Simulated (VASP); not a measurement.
## CsC: single point with PBE

CsC:

```
CELL_PARAMETERS angstrom
5.62245 0.00000 0.00000
-2.81122 4.86918 0.00000
0.00000 0.00000 8.98623
ATOMIC_POSITIONS crystal
Cs 0.66667 0.33333 0.75000
Cs 0.00000 0.00000 0.00000
Cs 0.33333 0.66667 0.25000
Cs 0.00000 0.00000 0.50000
C 0.33333 0.66667 0.82069
C 0.66667 0.33333 0.17931
C 0.66667 0.33333 0.32069
C 0.33333 0.66667 0.67931
```

* Program: VASP 6.6.1
* Task: single point
* Functional: PBE
* Potentials or basis: VASP PAW PBE potentials, release 64 (Cs_sv, C_h)
* Cutoff: 910 eV
* k mesh: 6 × 6 × 4
* Occupations: gaussian, width 0.02 eV
* Spin: no spin polarisation

```yaml
Pressure: 0.0 GPa
Largest_force: 0.008 eV/Å
Band_gap_on_the_k_mesh: 2.40 eV
```

Forces on the atoms (eV/Å):
```
Cs   0.000  0.000  0.000
Cs   0.000  0.000  0.000
Cs   0.000  0.000  0.000
Cs   0.000  0.000  0.000
C    0.000  0.000 -0.008
C    0.000  0.000  0.008
C    0.000  0.000 -0.008
C    0.000  0.000  0.008
```

Stress tensor (GPa, compression positive):
```
 0.08  0.00  0.00
 0.00  0.08  0.00
 0.00  0.00 -0.01
```

Levels at points of the mesh, in eV from the valence-band top:
```tsv
k point	band 23	band 24	band 25	band 26	band 27	band 28	band 29	band 30
(0.00, 0.00, 0.00)	-1.05	-1.05	-0.99	0.00	2.40	2.78	2.78	4.49
(0.50, 0.00, 0.00)	-0.94	-0.85	-0.39	-0.24	2.94	3.47	3.90	4.12
(0.00, 0.00, 0.50)	-1.21	-1.21	-0.33	-0.33	3.53	3.53	3.55	3.55
(0.50, 0.00, 0.50)	-0.89	-0.89	-0.19	-0.19	3.84	3.84	3.92	3.92
```

Run time: 11 min on 1 thread of AMD EPYC 7R43 64-Core Processor (Zen 3), on a shared host, peak memory 0.71 GiB.

Caveat: spin-orbit coupling is left out, which moves the levels of the heavy elements. A k mesh can miss the band edges.
